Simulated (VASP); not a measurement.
Runs of VASP 6.6.1 on FeCu. The structure is orthorhombic, space group Cmmm (No. 65). Conventional cell: a = 2.877 Å, b = 3.976 Å, c = 4.138 Å, α = 90.00°, β = 90.00°, γ = 90.00°. Fe (site symmetry mmm) has 6 Fe at 2.45 to 2.88 Å and 8 Cu at 2.52 to 2.87 Å within 3.2 Å. Cu (site symmetry mmm) has 6 Cu at 2.45 to 2.88 Å and 8 Fe at 2.52 to 2.87 Å within 3.2 Å. 

| fixed moment (μB) | pressure (GPa) | moment (μB) |
| --- | --- | --- |
| 2.88 | (a) | 2.88 |
| 2.23 | -1.2 | 2.23 |
| 1.31 | -5.8 | 1.31 |
| 1.83 | -3.6 | 1.83 |

Alike in all rows: task single point; level PBE; potentials or basis VASP PAW PBE potentials, release 64 (Fe, Cu); spin collinear, ferromagnetic start; cell as given; k mesh 12 × 12 × 7; cutoff (eV) 520; smearing fermi-dirac 0.03 eV.

**Question.** Fill in the values left out.

**Answer.** (a) 3.7.

Caveats: the total moment is fixed, so each spin has its own Fermi level and the state may be an excited one; the cell stands under tension (at least some runs); the cell stands under pressure (at least some runs).
